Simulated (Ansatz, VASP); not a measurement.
RbBr: VASP beside Ansatz

```
Rb Br
1.0
     0.00000    3.86950    3.86950
     3.86950    0.00000    3.86950
     3.86950    3.86950    0.00000
Rb Br
1 1
Cartesian
  0.0000 0.0000 0.0000
  1.9347 1.9347 1.9347
```

Alike in both runs: task single point; functional PBEsol; k mesh 4 × 4 × 4; occupations gaussian, width 0.05 eV; no spin polarisation.

```csv
,VASP,Ansatz
version,VASP 6.6.1,Ansatz 0.2.0
potentials or method,"VASP PAW PBE potentials, release 64 (Rb_sv, Br)",plane waves
plane-wave cutoff (eV),500,420
valence electrons in the cell,16,16
```

|  | VASP | Ansatz | Ansatz less VASP |
| --- | --- | --- | --- |
| gap on the k mesh at the Fermi level (eV) | 4.12 | 4.12 | +0.001 |
| pressure (GPa) | -0.3 | -0.3 | -0.01 |

VASP's potentials were made for PBE, not for PBEsol. The functional is the same, so the differences come from potentials, cutoffs and numerics.
